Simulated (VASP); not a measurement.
Wanted: the native input for a VASP 6.6.1 run.

```
Task                   : single point
Functional             : PBE
Potentials or basis    : VASP PAW PBE potentials, release 64 (Mn_pv, Al, N)
Cutoff                 : 520 eV
k mesh                 : 4 × 4 × 4
Occupations            : gaussian, width 0.1 eV
Spin                   : collinear spin, ferromagnetic start
Starting moments       : [4.0, 4.0, 4.0, 0.0, 0.0] μB
Dipole correction      : no
Further INCAR settings : ALGO = Normal; EDIFF = 1e-07; NBANDS = 36
```

The structure of Mn3AlN lies in POSCAR:

```
Mn3AlN
1.0
    2.7663955900     -3.2367890700      0.0000000000
    2.7663955900      3.2367890700      0.0000000000
    0.0000000000      0.0000000000      3.7969205200
Mn Al N
3 1 1
Direct
    0.7582898900      0.2417101100      0.0000000000
    0.2417101100      0.7582898900      0.0000000000
    0.5000000000      0.5000000000      0.0000000000
    0.0000000000      0.0000000000      0.0000000000
    0.0000000000      0.0000000000      0.5000000000
```

The cell was generated, and may not be a known phase.

The input as run:

INCAR

```
PREC     = Accurate       # precision mode
ENCUT    = 520            # plane-wave cutoff, eV
EDIFF    = 1E-7           # SCF threshold, eV
ISMEAR   = 0              # smearing method
SIGMA    = 0.1            # smearing width, eV
LREAL    = False          # projectors in reciprocal space
LASPH    = True           # aspherical terms in the spheres
NELM     = 150            # most SCF steps
ALGO     = Normal         # electronic algorithm
ISIF     = 2              # what is computed and relaxed
LWAVE    = False          # write WAVECAR
LCHARG   = True           # write CHGCAR
ISPIN    = 2              # spin polarisation
MAGMOM   = 4 4 4 0 0      # initial moments
LORBIT   = 11             # projections on sites
LMAXMIX  = 4              # l up to which the mixer works
GGA      = PE             # functional
LELF     = True           # ELF
LVHAR    = True         
NBANDS   = 36             # bands
```

KPOINTS

```
regular mesh
0
Gamma
  4 4 4
```

Potentials or basis: VASP PAW PBE potentials, release 64 (Mn_pv, Al, N).

The run is started by

```sh
$ cat potpaw_PBE.64/Mn_pv/POTCAR potpaw_PBE.64/Al/POTCAR potpaw_PBE.64/N/POTCAR > POTCAR
$ mpirun -np 1 vasp_std > vasp.out
```

It gave:

```yaml
Pressure: 77.6 GPa
Largest_force: 12.534 eV/Å
Net_moment: 0.40 μB per cell
Site_moments: Mn +0.70, -0.98 (each value once); Al +0.00; N -0.02 μB
Valence_electrons_inside_the_program's_atomic_spheres: Mn 12.66, 12.55 (each value once); Al 1.23; N 3.57
```

Caveat: the k points lie up to 0.41 Å⁻¹ apart; atoms lie so close that the PAW spheres overlap strongly, which falsifies energies and pressures; forces of over 1 eV/Å act on the atoms, so gaps and moduli don't describe the material at rest.

It took 69 s on 1 thread of Intel(R) Xeon(R) Platinum 8488C (Sapphire Rapids), with other jobs on the host, peak memory 0.24 GiB.
